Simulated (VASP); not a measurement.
The system is AlN.

```
Al N
1.0
     0.00000    2.38343    2.38343
     2.38343    0.00000    2.38343
     2.38343    2.38343    0.00000
Al N
1 1
Cartesian
  0.0000 0.0000 0.0000
  1.1917 1.1917 1.1917
```

- Program: VASP 6.6.1
- Task: relaxation of cell and atoms
- Functional: PBE
- Potentials or basis: VASP PAW PBE potentials, release 64 (Al, N)
- Cutoff: 600 eV
- k mesh: 5 × 5 × 5
- Occupations: gaussian, width 0.15 eV
- Spin: no spin polarisation

At the start: pressure -28.8 GPa; volume 13.54 Å³/atom.

**Question.** How do energy, volume and symmetry change on relaxing?

**Answer.** Over 3 steps the energy falls by 318.5 meV/atom and the volume is 10.68 Å³/atom (-21.1 %); space group F-43m (No. 216, to 0.05 Å).

Step by step:
```
step  energy change (eV)  largest force (eV/Å)  pressure (GPa)  volume (Å³)
   1              0.0000                0.0000          -28.81        27.08
   2             -0.3802                0.0000           34.24        18.62
   3             -0.6369                0.0000           -0.50        21.35
```

Final structure:
```
Al N
1.0
     0.00000    2.20195    2.20195
     2.20195    0.00000    2.20195
     2.20195    2.20195    0.00000
Al N
1 1
Direct
  0.00000 0.00000 0.00000
  0.25000 0.25000 0.25000
```

Caveat: the k points lie up to 0.49 Å⁻¹ apart in the final cell; the volume moved by over 15 % at a fixed basis, so the end points are rough.
